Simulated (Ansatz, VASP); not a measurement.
**Cu in VASP and in Ansatz**

```xyz
1
Lattice="0.0000 1.7887 1.7887 1.7887 0.0000 1.7887 1.7887 1.7887 0.0000" Properties=species:S:1:pos:R:3 pbc="T T T"
Cu    0.0000    0.0000    0.0000
```

Alike in both runs: task single point; functional r2SCAN; k mesh 8 × 8 × 8; occupations gaussian, width 0.1 eV; no spin polarisation.

|  | VASP | Ansatz |
| --- | --- | --- |
| version | VASP 6.6.1 | Ansatz 0.2.0 |
| potentials or method | VASP PAW PBE potentials, release 64 (Cu), cutoff 660 eV | scalar-relativistic, plane waves, PAW |
| valence electrons in the cell | 11 | 19 |

```tsv
	VASP	Ansatz	Ansatz less VASP
gap on the k mesh at the Fermi level (eV)	none	none	-
pressure (GPa)	1.3	0.8	-0.46
```

VASP's potentials were made for PBE, not for r2SCAN. A gap of «none» marks a metal or a gap that the smearing closes. VASP's potentials hold 11 valence electrons a cell and Ansatz's 19, so a difference there can come from the potentials and not from the codes.

The k mesh is coarse, so the values compare programs but aren't converged.
